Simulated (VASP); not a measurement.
SiC, 2 atoms in the cell. It takes space group R-3m (No. 166, trigonal). The conventional cell has a = 2.706 Å, b = 2.706 Å, c = 13.255 Å, α = 90.00°, β = 90.00°, γ = 120.00°. Si (site symmetry -3m) has 6 Si at 2.71 Å and 6 C at 2.71 Å within 3.6 Å. C (site symmetry -3m) has 6 C at 2.71 Å and 6 Si at 2.71 Å within 3.6 Å. 

* Program: VASP 6.6.1
* Task: single point
* Functional: PBE
* Potentials or basis: VASP PAW PBE potentials, release 64 (Si, C)
* Cutoff: 520 eV
* k mesh: 6 × 6 × 6
* Occupations: gaussian, width 0.1 eV
* Spin: no spin polarisation
* Dipole correction: no
* Further INCAR settings: ALGO = Normal; EDIFF = 1e-06; NBANDS = 11

Potentials or basis: VASP PAW PBE potentials, release 64 (Si, C).

Command:

```console
$ cat potpaw_PBE.64/Si/POTCAR potpaw_PBE.64/C/POTCAR > POTCAR
$ mpirun -np 1 vasp_std > vasp.out
```

Hardware: 1 thread of AMD EPYC 7R13, on a shared host.

Q: How long does it take, and how much memory?

A: It took 41 s on 1 thread of AMD EPYC 7R13 (shared host), peak memory 0.16 GiB. Counts: scf iterations 12, k points 32.
